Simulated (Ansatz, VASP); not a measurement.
## PtS2 in VASP and in Ansatz

INCAR

```
ALGO = Normal ; DIPOL = 0.5 0.5 0.390
EDIFF = 1E-6 ; ENCUT = 520
GGA = PE ; IDIPOL = 3
ISIF = 2 ; ISMEAR = 0
IVDW = 12 ; LASPH = T
LCHARG = F ; LDIPOL = T
LREAL = F ; LWAVE = F
NBANDS = 31 ; NELM = 80
PREC = Accurate ; SIGMA = 0.05
```

KPOINTS

```
k-points
0
Gamma
  9 9 1
```

File POSCAR:

```
PtS2
1.0
    3.5415278079      0.0000000000      0.0000000000
   -1.7707639039      3.0670530498      0.0000000000
    0.0000000000      0.0000000000     22.4670615492
S Pt
4 2
Direct
    0.6666666667      0.3333333333      0.2002932155
    0.3333333333      0.6666666667      0.3108341854
    0.3333333333      0.6666666667      0.4683981816
    0.6666666667      0.3333333333      0.5789391515
    0.0000000000      0.0000000000      0.2555637004
    1.0000000000      1.0000000000      0.5236686665
```

Input for Ansatz:

```yaml
crystal:
  lattice:
    - [3.5415278079, 0.0, 0.0]
    - [-1.7707639039, 3.0670530498, 0.0]
    - [0.0, 0.0, 22.4670615492]
  atoms:
    - { symbol: S, position: [0.6666666667, 0.3333333333, 0.2002932155] }
    - { symbol: Pt, position: [0.0, 0.0, 0.2555637004] }
    - { symbol: S, position: [0.3333333333, 0.6666666667, 0.3108341854] }
    - { symbol: S, position: [0.3333333333, 0.6666666667, 0.4683981816] }
    - { symbol: Pt, position: [1.0, 1.0, 0.5236686665] }
    - { symbol: S, position: [0.6666666667, 0.3333333333, 0.5789391515] }
basis:
  ecutwfc: 420
kpoints:
  mp_grid: { grid: [9, 9, 1] }
hamiltonian:
  xc: pbe
  pseudopotentials: { kind: paw, azcp: { folder: soft_1 } }
  dispersion: d3bj
scf:
  occupations: { method: gaussian, width: 0.05 }
output:
  forces: true
  eigenvalues: true
efield:
  axis: 3
  dipole_correction: true
  ramp_width: 0.04
```

Alike in both runs: task single point; functional PBE; dispersion D3(BJ); k mesh 9 × 9 × 1; occupations gaussian, width 0.05 eV; no spin polarisation.

```csv
,VASP,Ansatz
version,VASP 6.6.1,Ansatz 0.2.0
potentials or method,"VASP PAW PBE potentials, release 64 (S, Pt), cutoff 520 eV","scalar-relativistic, plane waves, PAW"
valence electrons in the cell,44,60
```

|  | VASP | Ansatz | Ansatz less VASP |
| --- | --- | --- | --- |
| gap on the k mesh at the Fermi level (eV) | 1.41 | 1.40 | -0.007 |
| least direct gap on the mesh (eV) | 1.51 | 1.50 | -0.008 |
| rms of the force components (eV/Å) | 0.030 | 0.016 | -0.0137 |

VASP's potentials hold 44 valence electrons a cell and Ansatz's 60, so a difference there can come from the potentials and not from the codes.

Spin-orbit coupling is off throughout.
